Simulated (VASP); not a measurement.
The system is KF.

```
K F
1.0
     0.00000    2.65441    2.65441
     2.65441    0.00000    2.65441
     2.65441    2.65441    0.00000
K F
1 1
Direct
  0.00000 0.00000 0.00000
  0.50000 0.50000 0.50000
```

Base run:

| Property | Result |
| --- | --- |
| Program | VASP 6.6.1 |
| Functional | PBE |
| Potentials or basis | VASP PAW PBE potentials, release 64 (K_sv, F) |
| Cutoff | 520 eV |
| k mesh | 8 × 8 × 8 |
| Occupations | gaussian, width 0.1 eV |
| Spin | no spin polarisation |

Its results: band gap on the k mesh 6.27 eV, direct; pressure 2.2 GPa.

The run is repeated on the same cell with these changes: dispersion from none to D3(BJ). What comes out?

Band gap on the k mesh 6.27 eV, direct; pressure 0.8 GPa.

Dispersion adds attraction, which lowers the pressure at fixed volume and, as a term added to the energy, leaves the levels alone.

Caveats: three body term missing (some runs).

A k mesh can miss the band edges.
